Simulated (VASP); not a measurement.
Runs of VASP 6.6.1 on Ca2Zr. The structure is that of space group Fm-3m (No. 225), or close to it. The cells are those of the table. 

| task | cell | k mesh | cutoff (eV) | gap on the mesh (eV) | pressure (GPa) |
| --- | --- | --- | --- | --- | --- |
| relaxation of cell and atoms | relaxed from a = 4.651 Å, angles 60.0°, 3 atoms | 4 × 4 × 4 | 600 | none | -0.1 |
| single point | a = 4.651 Å, angles 60.0°, 3 atoms | 6 × 6 × 6 | 520 | none | (a) |
| single point | a = 5.558 Å, angles 60.0°, 3 atoms | 4 × 4 × 4 | 520 | none | 0.2 |
| single point | a = 5.565 Å, angles 60.0°, 3 atoms | 10 × 10 × 10 | 520 | none | 0.1 |

Alike in all rows: level PBE; potentials or basis VASP PAW PBE potentials, release 64 (Ca_sv, Zr_sv); no spin polarisation; smearing gaussian 0.1 eV.

Q: Fill in the values left out.

A: (a) 23.1.

Caveats: some runs use coarse meshes.

A k mesh can miss the band edges, and the runs leave out spin-orbit coupling on Zr.

A gap of «none» marks levels without a gap at the run's occupations.
